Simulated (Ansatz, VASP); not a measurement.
**Al in VASP and in Ansatz**

```
Al
1.0
     5.14213   -0.15231   -0.15525
    -0.15651    5.15064   -0.16183
    -0.16338   -0.16564    5.14840
Al
8
Direct
  0.49998 0.49998 0.49998
  0.00002 0.00003 0.00002
  0.25004 0.97837 0.52149
  0.52094 0.24995 0.97881
  0.47908 0.75006 0.02117
  0.74997 0.02158 0.47856
  0.02128 0.47845 0.74997
  0.97870 0.52159 0.25000
```

Change from the starting cell: beta-tungsten (A15) type (Pm-3n, No. 223); cell x1, atoms moved at random (sigma 0.15 Å) and cell strained at random (1.5 %), then relaxed without symmetry.

Alike in both runs: functional PBE; k mesh 6 × 6 × 6; occupations gaussian, width 0.1 eV; no spin polarisation.

Ansatz relaxed the structure, and its values are those at the end. VASP's run is a single point on that final structure, the one shown.

```csv
,VASP,Ansatz
version,VASP 6.6.1,Ansatz 0.2.0
potentials or method,"VASP PAW PBE potentials, release 64 (Al), cutoff 520 eV","scalar-relativistic, plane waves, PAW"
valence electrons in the cell,24,24
```

|  | VASP | Ansatz | Ansatz less VASP |
| --- | --- | --- | --- |
| gap on the k mesh at the Fermi level (eV) | none | none | - |
| pressure (GPa) | 0.0 | 0.0 | +0.03 |

A gap of «none» marks a metal or a gap that the smearing closes.
